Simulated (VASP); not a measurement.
Input of a VASP 6.6.1 run:

Contents of INCAR:

```
SYSTEM = Sb3As2
ALGO = Normal ; EDIFF = 1E-6
ENCUT = 520 ; GGA = PE
ISIF = 2 ; ISMEAR = 0
LASPH = .TRUE. ; LCHARG = .FALSE.
LREAL = .FALSE. ; LWAVE = .FALSE.
NBANDS = 36 ; NELM = 80
PREC = Accurate ; SIGMA = 0.1
```

The input KPOINTS:

```
k-points
0
G
  3 3 3
  0 0 0
```

POSCAR

```
Sb3As2
1.0
    3.4321732093      1.9815661263      6.2470706525
   -3.4321732093      1.9815661263      6.2470706525
    0.0000000000     -3.9631322527      6.2470706525
Sb As
6 4
Direct
    0.0562500000      0.4437500000      0.7500000000
    0.7500000000      0.0562500000      0.4437500000
    0.4437500000      0.7500000000      0.0562500000
    0.9437500000      0.5562500000      0.2500000000
    0.2500000000      0.9437500000      0.5562500000
    0.5562500000      0.2500000000      0.9437500000
    0.8521800000      0.8521800000      0.8521800000
    0.6478200000      0.6478200000      0.6478200000
    0.1478200000      0.1478200000      0.1478200000
    0.3521800000      0.3521800000      0.3521800000
```

Potentials or basis: VASP PAW PBE potentials, release 64 (Sb, As).

Launch:

```console
$ cat potpaw_PBE.64/Sb/POTCAR potpaw_PBE.64/As/POTCAR > POTCAR
$ mpirun -np 1 vasp_std > vasp.out
```

Problem. What does it give for the pressure?

Solution. 8.9 GPa.

Problem. Predict the largest force.

Solution. 0.601 eV/Å.

Problem. Predict the band gap on the k mesh.

Solution. Zero (band 25 reaches 7.46 eV, above the bottom of band 26 at 7.08 eV).

Forces in eV/Å, atoms in the order of the input:
```
Sb  -0.261  0.000  0.000
Sb   0.130 -0.226  0.000
Sb   0.130  0.226  0.000
Sb   0.261  0.000  0.000
Sb  -0.130  0.226  0.000
Sb  -0.130 -0.226  0.000
As   0.000  0.000 -0.601
As   0.000  0.000  0.601
As   0.000  0.000  0.601
As   0.000  0.000 -0.601
```

Caveat: the k points lie up to 0.37 Å⁻¹ apart; spin-orbit coupling is left out, which moves the levels of the heavy elements.
